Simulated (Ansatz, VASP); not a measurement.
EuO in VASP and in Ansatz

File INCAR:

```
PREC = Accurate ; ENCUT = 600
EDIFF = 1E-6 ; ISMEAR = 0
SIGMA = 0.05 ; LREAL = False
LASPH = True ; NELM = 200
ALGO = Normal ; ISIF = 2
LWAVE = False ; LCHARG = False
ISPIN = 2 ; MAGMOM = 7.15 0
LORBIT = 11 ; LMAXMIX = 6
GGA = PE ; NBANDS = 22
GGA_COMPAT = False
```

File KPOINTS:

```
Automatic mesh
0
Gamma
  12 12 12
```

Contents of POSCAR:

```
EuO
1.0
    0.0000000000      2.4247418900      2.4247418900
    2.4247418900      0.0000000000      2.4247418900
    2.4247418900      2.4247418900      0.0000000000
Eu O
1 1
Direct
    0.0000000000      0.0000000000      0.0000000000
    0.5000000000      0.5000000000      0.5000000000
```

Input for Ansatz:

```yaml
crystal:
  lattice:
    - [0.0, 2.42474189, 2.42474189]
    - [2.42474189, 0.0, 2.42474189]
    - [2.42474189, 2.42474189, 0.0]
  atoms:
    - { symbol: Eu, position: [0.0, 0.0, 0.0], spin: 7.15 }
    - { symbol: O, position: [0.5, 0.5, 0.5] }
basis:
  ecutwfc: 420
  ecutrho_ratio: 4
kpoints:
  mp_grid: { grid: [12, 12, 12] }
hamiltonian:
  xc: pbe
scf:
  occupations: { method: gaussian, width: 0.05 }
output:
  forces: true
  stress: true
  eigenvalues: true
  populations: true
magnetization:
  spin_polarized: true
```

Alike in both runs: task single point; functional PBE; k mesh 12 × 12 × 12; occupations gaussian, width 0.05 eV; collinear spin.

```csv
,VASP,Ansatz
version,VASP 6.6.1,Ansatz 0.2.0
potentials or method,"VASP PAW PBE potentials, release 64 (Eu, O), cutoff 600 eV","scalar-relativistic, plane waves, PAW"
valence electrons in the cell,23,23
```

|  | VASP | Ansatz | Ansatz less VASP |
| --- | --- | --- | --- |
| gap on the k mesh at the Fermi level (eV) | none | none | - |
| pressure (GPa) | 17.7 | 16.8 | -0.96 |
| net moment per atom (μB) | 3.44 | 3.44 | +0.002 |
| size of the moment on the site where the two differ most (μB) | 6.53 | 6.47 | -0.066 |

Site moments also hang on the region over which each program counts them. A gap of «none» marks a metal or a gap that the smearing closes. With one functional, cell and mesh, what is left measures potentials, basis and numerics. Ansatz's warnings: given moment on shells.

Neither program's run includes spin-orbit coupling.
